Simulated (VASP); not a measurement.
Runs of VASP 6.6.1 on Al2B2N. The structure is that of space group P-3m1 (No. 164), or close to it. The cells are those of the table. 

```csv
task,cell,k mesh,cutoff (eV),gap on the mesh (eV),pressure (GPa),relaxed volume (Å³/atom),largest force (eV/Å)
single point,"a = 2.977, b = 2.977, c = 5.915 Å, angles 90.0, 90.0, 120.0°, 5 atoms",12 × 12 × 6,520,none,-0.1,-,0.01
relaxation of cell and atoms,"relaxed from a = 2.981, b = 2.981, c = 5.905 Å, angles 90.0, 90.0, 120.0°, 5 atoms",12 × 12 × 6,600,none,0.0,9.07,0.01
single point,"a = 2.981, b = 2.981, c = 5.905 Å, angles 90.0, 90.0, 120.0°, 5 atoms",6 × 6 × 4,520,none,-0.3,-,0.02
single point,"a = 3.520, b = 3.520, c = 5.861 Å, angles 90.0, 90.0, 120.0°, 5 atoms",6 × 6 × 4,520,none,(a),-,(b)
relaxation of cell and atoms,"relaxed from a = 3.520, b = 3.520, c = 5.861 Å, angles 90.0, 90.0, 120.0°, 5 atoms",6 × 6 × 4,600,none,0.0,9.07,0.03
```

Alike in all rows: level PBE; potentials or basis VASP PAW PBE potentials, release 64 (Al, B, N); no spin polarisation; smearing gaussian 0.1 eV.

**Question.** Estimate the missing entries.

**Answer.** (a) -4.5; (b) 2.54.

Caveats: some runs use coarse meshes; forces of over 1 eV/Å act on the atoms, so gaps and moduli don't describe the material at rest (some runs); the volume moved by over 15 % at a fixed basis, so the end points are rough (some runs).

A gap of «none» marks levels without a gap at the run's occupations.
